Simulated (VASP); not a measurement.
# TiO2 (R-3m) in VASP: further runs, part 3 of 3

VASP 6.6.1. Earlier steps stand in the parts before.

## 6. Single point, PBEsol

File INCAR:

```
ALGO = Normal ; EDIFF = 1E-7
ENCUT = 520 ; GGA = PS
ISIF = 2 ; ISMEAR = 0
LASPH = True ; LCHARG = False
LREAL = False ; LWAVE = False
NBANDS = 19 ; NELM = 100
PREC = Accurate ; SIGMA = 0.01
```

File KPOINTS:

```
k-points
0
Gamma
  7 7 7
```

File POSCAR:

```
TiO2
1.0
    1.4973310000      0.8644850000      6.9815440000
   -1.4973310000      0.8644850000      6.9815440000
    0.0000000000     -1.7289690000      6.9815440000
Ti O
1 2
Direct
    0.0000000000      0.0000000000      0.0000000000
    0.6204670000      0.6204670000      0.6204670000
    0.3795330000      0.3795330000      0.3795330000
```

Potentials or basis: VASP PAW PBE potentials, release 64 (Ti_sv, O).

The run is started by

```console
cat potpaw_PBE.64/Ti_sv/POTCAR potpaw_PBE.64/O/POTCAR > POTCAR
mpirun -np 1 vasp_std > vasp.out
```

OUTCAR:

```text
EDIFF = 1E-7
   ENCUT = 520
   GGA = PS
   ISIF = 2
   ISMEAR = 0
   LASPH = True
   LREAL = False
   NELM = 100
   PREC = Accurate

 ion  position               nearest neighbor table
   1  0.000  0.000  0.000-   2 1.98   2 1.98   3 1.98   3 1.98   2 1.98   3 1.98
   2  0.620  0.620  0.620-   1 1.98   1 1.98   1 1.98
   3  0.380  0.380  0.380-   1 1.98   1 1.98   1 1.98

  LATTYP: Found a trigonal (rhomboedric) cell.
 ALAT       =     7.1924468064
 COS(alpha) =     0.9133212835

  Lattice vectors:

 A1 = (   1.4973310000,   0.8644850000,   6.9815440000)
 A2 = (  -1.4973310000,   0.8644850000,   6.9815440000)
 A3 = (   0.0000000000,  -1.7289690000,   6.9815440000)

Analysis of symmetry for initial positions (statically):
=====================================================================
 Subroutine PRICEL returns:
 Original cell was already a primitive cell.

 Routine SETGRP: Setting up the symmetry group for a
 trigonal (rhombohedral) supercell.

 Subroutine GETGRP returns: Found 12 space group operations
 (whereof 12 operations were pure point group operations)
 out of a pool of 12 trial point group operations.

The static configuration has the point symmetry D_3d.

Analysis of symmetry for dynamics (positions and initial velocities):
=====================================================================
 Subroutine PRICEL returns:
 Original cell was already a primitive cell.

 Routine SETGRP: Setting up the symmetry group for a
 trigonal (rhombohedral) supercell.

 Subroutine GETGRP returns: Found 12 space group operations
 (whereof 12 operations were pure point group operations)
 out of a pool of 12 trial point group operations.

The dynamic configuration has the point symmetry D_3d.

 Subroutine INISYM returns: Found 12 space group operations
 (whereof 12 operations are pure point group operations),
 and found     1 'primitive' translations

----------------------------------------------------------------------------------------

                                     Primitive cell

  volume of cell :      54.2223

  direct lattice vectors                    reciprocal lattice vectors
     1.497331000  0.864485000  6.981544000     0.333927502  0.192793086  0.047744921
    -1.497331000  0.864485000  6.981544000    -0.333927502  0.192793086  0.047744921
     0.000000000 -1.728969000  6.981544000     0.000000000 -0.385586172  0.047744949

  length of vectors
     7.192446806  7.192446806  7.192446762     0.388530987  0.388530987  0.388530920

  position of ions in fractional coordinates (direct lattice)
     0.000000000  0.000000000  0.000000000
     0.620467000  0.620467000  0.620467000
     0.379533000  0.379533000  0.379533000

  ion indices of the primitive-cell ions
   primitive index   ion index
                 1           1
                 2           2
                 3           3

----------------------------------------------------------------------------------------

 KPOINTS: k-points

Automatic generation of k-mesh.
 Grid dimensions read from file:
 generate k-points for:    7    7    7

 Generating k-lattice:

  Cartesian coordinates                     Fractional coordinates (reciprocal lattice)
     0.047703929  0.027541869  0.006820703     0.142857143 -0.000000000  0.000000000
    -0.047703929  0.027541869  0.006820703    -0.000000000  0.142857143  0.000000000
     0.000000000 -0.055083739  0.006820707     0.000000000  0.000000000  0.142857143

  Length of vectors
     0.055504427  0.055504427  0.055504417

  Shift w.r.t. Gamma in fractional coordinates (k-lattice)
     0.000000000  0.000000000  0.000000000

 Subroutine IBZKPT returns following result:
 ===========================================

 Found     44 irreducible k-points:

 Following reciprocal coordinates:
            Coordinates               Weight
  0.000000  0.000000  0.000000      1.000000
  0.142857  0.000000 -0.000000      6.000000
  0.285714  0.000000 -0.000000      6.000000
  0.428571  0.000000  0.000000      6.000000
  0.142857  0.142857 -0.000000      6.000000
  0.285714  0.142857  0.000000     12.000000
[... 16 lines left out ...]
  0.285714  0.285714  0.142857      6.000000
  0.428571  0.285714  0.142857     12.000000
 [... further k-points ...]
   k-points           NKPTS =     44   k-points in BZ     NKDIM =     44   number of bands    NBANDS=     19
   number of dos      NEDOS =    301   number of ions     NIONS =      3
   total plane-waves  NPLWV = 157464
   dimension x,y,z NGX =    54 NGY =   54 NGZ =   54
   dimension x,y,z NGXF=   108 NGYF=  108 NGZF=  108
   ions per type =               1   2
   NGX,Y,Z   is equivalent  to a cutoff of  12.48, 12.48, 12.48 a.u.
   NGXF,Y,Z  is equivalent  to a cutoff of  24.96, 24.96, 24.96 a.u.
 SYSTEM =  unknown system
   PREC   = accura    normal or accurate (medium, high low for compatibility)
   ISTART =      0    job   : 0-new  1-cont  2-samecut
   ICHARG =      2    charge: 1-file 2-atom 10-const
   ISPIN  =      1    spin polarized calculation?
   LNONCOLLINEAR =      F non collinear calculations
   LSORBIT =      F    spin-orbit coupling
   LASPH  =      T    aspherical Exc in radial PAW
   ENCUT  =  520.0 eV  38.22 Ry    6.18 a.u.  13.37 13.37 13.37*2*pi/ulx,y,z
   NELM   =    100;   NELMIN=  2; NELMDL= -5     # of ELM steps
   EDIFF  = 0.1E-06   stopping-criterion for ELM
   LREAL  =      F    real-space projection
   EDIFFG = 0.1E-05   stopping-criterion for IOM
   NSW    =      0    number of steps for IOM
   IBRION =     -1    ionic relax: 0-MD 1-quasi-New 2-CG
   NFREE  =      0    steps in history (QN), initial steepest desc. (CG)
   ISIF   =      2    stress and relaxation
   ISYM   =      2    0-nonsym 1-usesym 2-fastsym
   POTIM  = 0.5000    time-step for ionic-motion
   TEBEG  =    0.0;   TEEND  =   0.0 temperature during run
   PSTRESS=    0.0 pullay stress
   NELECT =      24.0000    total number of electrons
   NUPDOWN=      -1.0000    fix difference up-down
   EMIN   =  10.00;   EMAX   =-10.00  energy-range for DOS
   EFERMI =   0.00;   METHOD = LEGACY
   ISMEAR =     0;   SIGMA  =   0.01  broadening in eV -4-tet -1-fermi 0-gaus
   EFERMI_NEDOS =   21; number of points for ismear=-14 and -15
   IALGO  =     38    algorithm
   IMIX   =      4    mixing-type and parameters
     AMIX     =   0.40;   BMIX     =  1.00
     AMIX_MAG =   1.60;   BMIX_MAG =  1.00
  volume/ion in A,a.u.               =      18.07       121.97
  Fermi-wavevector in a.u.,A,eV,Ry     =   1.247630  2.357680 21.178580  1.556582
  Thomas-Fermi vector in A             =   2.381754
   LORBIT       =      0    0 simple, 1 ext, 2 COOP (PROOUT), +10 PAW based schemes
   GGA     = PS    functional components
   LHFCALC =     F    Hartree Fock is set to
   AEXX    =    0.0000 exact exchange contribution
   IVDW    =     0    specifies the selected vdW correction
   LEPSILON=     F    determine dielectric tensor
   LRPA    =     F    only Hartree local field effects (RPA)
 non-spin polarized calculation
 Gauss-broadening in eV      SIGMA  =   0.01
  energy-cutoff  :      520.00
  volume of cell :       54.22
 maximum number of plane-waves:      1507
 NGX is ok and might be reduce to    54
   NGX = 27   NGY = 27   NGZ = 27

 number of electron      24.0000006 magnetization

 Free energy of the ion-electron system (eV)
  ---------------------------------------------------
  ext. energy  EPLUGINS =         0.00000000
  ---------------------------------------------------
  free energy    TOTEN  =       -27.63093207 eV

  energy without entropy =      -27.63093207  energy(sigma->0) =      -27.63093207

 E-fermi :  -1.0848     XC(G=0):  -7.7385

 val. band max:       -1.1678727250   @ k =  -0.1429   0.1429   0.0000
 cond. band min:       1.4603471459   @ k =   0.0000   0.0000   0.0000
 fundamental gap:      2.6282198709
 Fermi energy:        -1.0848301978

 k-point     1 :       0.0000    0.0000    0.0000
  band No.  band energies     occupation
      1     -57.3066      2.00000
      2     -33.6784      2.00000
      3     -33.3973      2.00000
      4     -33.3973      2.00000
      5     -18.5073      2.00000
      6     -16.7246      2.00000
[... 11 lines left out ...]
     18       5.9245      0.00000
     19       9.0721      0.00000
[... 485 lines left out ...]
 k-point    24 :       0.4286    0.2857    0.1429
  band No.  band energies     occupation
      1     -57.2716      2.00000
      2     -33.6732      2.00000
      3     -33.6169      2.00000
      4     -33.4689      2.00000
      5     -17.8391      2.00000
      6     -17.0465      2.00000
[... 11 lines left out ...]
     18       7.8331      0.00000
     19       9.8551      0.00000

 [... further k-points ...]
[... 5 lines left out ...]
  --------------------------------------------------------------------------------------
  -------------------------------------------------------------------------------------
  Total       -1.5743313     -1.5743321     -0.8040909      0.0000000     -0.0000000      0.0000000
  in kB      -46.5188402    -46.5188628    -23.7595331      0.0000000     -0.0000011      0.0000000
  external PRESSURE =     -38.9324120 kB  Pullay stress =       0.0000000 kB

 VOLUME and BASIS-vectors are now :
 -----------------------------------------------------------------------------
  energy-cutoff  :      520.00
  volume of cell :       54.22
      direct lattice vectors                 reciprocal lattice vectors
     1.497331000  0.864485000  6.981544000     0.333927502  0.192793086  0.047744921
    -1.497331000  0.864485000  6.981544000    -0.333927502  0.192793086  0.047744921
     0.000000000 -1.728969000  6.981544000     0.000000000 -0.385586172  0.047744949

 POSITION                                       TOTAL-FORCE (eV/Angst)
 -----------------------------------------------------------------------------------
      0.00000      0.00000      0.00000         0.000000      0.000000      0.000000
      0.00000      0.00000     12.99545        -0.000000      0.000000      0.385672
      0.00000      0.00000      7.94918        -0.000000     -0.000000     -0.385672
 -----------------------------------------------------------------------------------
    total drift:                                0.000000     -0.000000     -0.000000

  FREE ENERGIE OF THE ION-ELECTRON SYSTEM (eV)
  ---------------------------------------------------
  free  energy   TOTEN  =       -27.6309320678 eV

  energy  without entropy=      -27.6309320678  energy(sigma->0) =      -27.63093207
```

OSZICAR:

```text
N       E                     dE             d eps       ncg     rms          rms(c)
DAV:   1     0.271518339141E+03    0.27152E+03   -0.12599E+04  1672   0.131E+03
DAV:   2    -0.787396219597E+01   -0.27939E+03   -0.26747E+03  2004   0.380E+02
DAV:   3    -0.340969810771E+02   -0.26223E+02   -0.26035E+02  1898   0.126E+02
DAV:   4    -0.355617180307E+02   -0.14647E+01   -0.14624E+01  2560   0.263E+01
DAV:   5    -0.355827376215E+02   -0.21020E-01   -0.21018E-01  1938   0.312E+00    0.217E+01
DAV:   6    -0.284852292326E+02    0.70975E+01   -0.40977E+01  2040   0.749E+01    0.971E+00
DAV:   7    -0.278416701527E+02    0.64356E+00   -0.11033E+01  1829   0.300E+01    0.699E+00
DAV:   8    -0.276612497376E+02    0.18042E+00   -0.17122E+00  1708   0.153E+01    0.192E+00
DAV:   9    -0.276650268529E+02   -0.37771E-02   -0.14517E-01  2070   0.315E+00    0.178E+00
DAV:  10    -0.276351352836E+02    0.29892E-01   -0.64683E-02  1816   0.287E+00    0.838E-01
DAV:  11    -0.276307884522E+02    0.43468E-02   -0.32690E-02  1801   0.200E+00    0.164E-01
DAV:  12    -0.276308649991E+02   -0.76547E-04   -0.35448E-03  1750   0.770E-01    0.127E-01
DAV:  13    -0.276309704360E+02   -0.10544E-03   -0.64519E-04  1734   0.188E-01    0.523E-02
DAV:  14    -0.276309571671E+02    0.13269E-04   -0.25747E-04  1939   0.166E-01    0.495E-02
DAV:  15    -0.276309331482E+02    0.24019E-04   -0.13762E-04  1705   0.143E-01    0.109E-02
DAV:  16    -0.276309322045E+02    0.94370E-06   -0.95359E-06  2114   0.297E-02    0.467E-03
DAV:  17    -0.276309321035E+02    0.10106E-06   -0.46933E-07  1811   0.618E-03    0.842E-04
DAV:  18    -0.276309320678E+02    0.35634E-07   -0.92519E-08  1080   0.273E-03
   1 F= -.27630932E+02 E0= -.27630932E+02  d E =-.111286E-33
```

stdout:

```text
POSCAR found type information on POSCAR TiO
 POSCAR found :  2 types and       3 ions
 scaLAPACK will be used
 -----------------------------------------------------------------------------
|                                                                             |
|                                                                             |
|     You enforced a specific xc type in the INCAR file but a different       |
|     I HOPE YOU KNOW WHAT YOU ARE DOING!                                     |
|                                                                             |
 -----------------------------------------------------------------------------

 LDA part: xc-table for (Slater+PW92), standard interpolation
 POSCAR, INCAR and KPOINTS ok, starting setup
 FFT: planning ... GRIDC
 FFT: planning ... GRID_SOFT
 FFT: planning ... GRID
 WAVECAR not read
 entering main loop
```

It took 3 min on 1 thread of Intel Xeon Platinum 8488C (Sapphire Rapids), shared host; peak memory 0.39 GiB.

Results:

- Free energy: -27.6309 eV
- Pressure: -3.9 GPa
- Largest force: 0.386 eV/Å
- Band gap on the k mesh: 2.63 eV, indirect (least direct gap 2.83 eV)

Forces on the atoms (eV/Å):
```
Ti   0.000  0.000  0.000
O    0.000  0.000  0.386
O    0.000  0.000 -0.386
```

Caveat: the PAW data sets were made with another functional, which shifts forces and pressure a little. A k mesh can miss the band edges.

## 7. Overview

```csv
k mesh,gap on the mesh (eV),pressure (GPa),largest force (eV/Å)
3 × 3 × 3,2.77,-3.7,0.42
4 × 4 × 4,2.65,-3.8,0.40
5 × 5 × 5,2.72,-3.9,0.40
6 × 6 × 6,2.65,-3.9,0.39
7 × 7 × 7,2.63,-3.9,0.39
```

Alike in all rows: task single point; level PBEsol; potentials or basis VASP PAW PBE potentials, release 64 (Ti_sv, O); no spin polarisation; cell as given; cutoff (eV) 520; smearing gaussian 0.01 eV.

Caveats: some runs use coarse meshes; the PAW data sets were made with another functional, which shifts forces and pressure a little.

Total energies depend on the potentials used, so only differences within one code and one set of settings carry meaning.
